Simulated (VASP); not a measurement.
Set up this calculation in VASP 6.6.1, as the native input.

| Property | Result |
| --- | --- |
| Task | single point |
| Functional | LDA |
| Potentials or basis | VASP PAW LDA potentials, release 64 (Ba_sv, Zr_sv, O) |
| Cutoff | 520 eV |
| k mesh | 6 × 6 × 6 |
| Occupations | gaussian, width 0.05 eV |
| Spin | no spin polarisation |
| Dipole correction | no |
| Further INCAR settings | ALGO = Normal; EDIFF = 1e-07; NBANDS = 28 |

The structure of BaZrO3 lies in POSCAR:

```
BaZrO3
1.0
    4.2615092777      0.0000000000      0.0000000000
    0.0000000000      4.4896192634      0.0000000000
    0.0000000000      0.0000000000      4.1474542849
Ba Zr O
1 1 3
Direct
    0.5000000000      0.5000000000      0.5000000000
    0.0000000000      0.0000000000      0.0000000000
    0.5000000000      0.0000000000      0.0000000000
    0.0000000000      0.5000000000      0.0000000000
    0.0000000000      0.0000000000      0.5000000000
```

This cell differs from its parent crystal: normal strain along x +0.0275, normal strain along y +0.0825.

One way to write it, as run:

INCAR

```
SYSTEM = BaZrO3
  PREC = Accurate
  ENCUT = 520
  EDIFF = 1E-7
  ISMEAR = 0
  SIGMA = 0.05
  LREAL = .False.
  LASPH = .True.
  NELM = 100
  ALGO = Normal
  ISIF = 2
  LWAVE = .False.
  LCHARG = .True.
  GGA = CA
  LELF = .True.
  LVHAR = .True.
  NBANDS = 28
```

KPOINTS

```
Automatic mesh
0
Gamma
  6 6 6
  0 0 0
```

Potentials or basis: VASP PAW LDA potentials, release 64 (Ba_sv, Zr_sv, O).

Command:

```console
$ cat potpaw_LDA.64/Ba_sv/POTCAR potpaw_LDA.64/Zr_sv/POTCAR potpaw_LDA.64/O/POTCAR > POTCAR
$ mpirun -np 1 vasp_std > vasp.out
```

It gave:

```json
{
  "Pressure": "-12.7 GPa",
  "Band gap on the k mesh": "2.72 eV, indirect (least direct gap 3.01 eV)"
}
```

Caveat: the cell differs from its parent crystal (normal strain along x +0.0275, normal strain along y +0.0825); spin-orbit coupling is left out, which moves the levels of the heavy elements.

Wall time 100 s on 1 thread of Intel Xeon 6975P-C (shared host), peak memory 0.26 GiB.
